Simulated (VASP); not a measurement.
## TiGeSb: single point with LDA

The system is TiGeSb.

```
Ti Ge Sb
1.0
     3.66899    0.00000    0.00000
     0.00000    3.66899    0.00000
     0.00000    0.00000    8.14003
Ti Ge Sb
2 2 2
Cartesian
  1.8345 0.0000 2.0248
  0.0000 1.8345 6.1152
  0.0000 0.0000 0.0000
  1.8345 1.8345 0.0000
  1.8345 0.0000 5.0107
  0.0000 1.8345 3.1294
```

```
Program                : VASP 6.6.1
Task                   : single point
Functional             : LDA
Potentials or basis    : VASP PAW LDA potentials, release 64 (Ti_sv, Ge_d, Sb)
Cutoff                 : 520 eV
k mesh                 : 6 × 6 × 3
Occupations            : fermi-dirac, width 0.05 eV
Spin                   : no spin polarisation
Dipole correction      : no
Further INCAR settings : ALGO = Normal; EDIFF = 1e-06; NBANDS = 40
```

```json
{"Pressure": "-2.4 GPa", "Largest force": "0.127 eV/Å", "Band gap on the k mesh": "zero (band 31 reaches 9.98 eV, above the bottom of band 32 at 7.61 eV)"}
```

Forces on the atoms (eV/Å):
```
Ti   0.000  0.000 -0.127
Ti   0.000  0.000  0.127
Ge   0.000  0.000  0.000
Ge   0.000  0.000  0.000
Sb   0.000  0.000  0.086
Sb   0.000  0.000 -0.086
```

Levels at points of the mesh, in eV from the Fermi level:
```csv
k point,band 27,band 28,band 29,band 30,band 31,band 32,band 33,band 34,band 35,band 36
"(0.00, 0.00, 0.00)",-1.38,-1.38,-1.15,0.26,0.49,0.49,0.79,1.21,1.25,1.59
"(0.50, 0.00, 0.00)",-1.06,-1.06,-1.03,-1.03,-0.09,-0.09,1.73,1.73,2.20,2.20
"(0.50, 0.50, 0.00)",-2.36,-2.36,-2.13,-2.13,-1.35,-1.35,1.91,1.91,2.16,2.16
```

Run time: 41 s on 1 thread of Intel(R) Xeon(R) 6975P-C (Granite Rapids) (shared host), peak memory 0.23 GiB.

Caveat: spin-orbit coupling is left out, which moves the levels of the heavy elements.
